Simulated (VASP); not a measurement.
Runs of VASP 6.6.1 on SnO2. The structure is that of space group R-3m (No. 166), or close to it. The cells are those of the table. 

```csv
cell,gap on the mesh (eV),pressure (GPa),largest force (eV/Å)
"a = 4.766 Å, angles 38.0°, 3 atoms",(c),(b),1.78
"a = 4.918 Å, angles 35.2°, 3 atoms",(a),46.9,2.62
"a = 5.280 Å, angles 32.7°, 3 atoms",4.19,29.4,0.88
"a = 5.099 Å, angles 33.9°, 3 atoms",4.31,37.5,1.73
"a = 4.739 Å, angles 36.6°, 3 atoms",4.57,57.8,3.54
```

Alike in all rows: task single point; level r2SCAN; potentials or basis VASP PAW PBE potentials, release 64 (Sn_d, O); no spin polarisation; k mesh 12 × 12 × 12; cutoff (eV) 520; smearing gaussian 0.05 eV.

Question: Fill in the values left out.

Answer: (a) 4.44; (b) 23.8; (c) 3.46.

Caveats: the PAW data sets were made with another functional, which shifts forces and pressure a little; spin-orbit coupling is left out, which moves the levels of the heavy elements; the stress differs along the axes, from 14 to 29 GPa (at least some runs); the stress differs along the axes, from 23 to 59 GPa (at least some runs); the stress differs along the axes, from 7 to 41 GPa (at least some runs); the stress differs along the axes, from 15 to 49 GPa (at least some runs); the stress differs along the axes, from 32 to 71 GPa (at least some runs).

A k mesh can miss the band edges, and the runs leave out spin-orbit coupling on Sn.
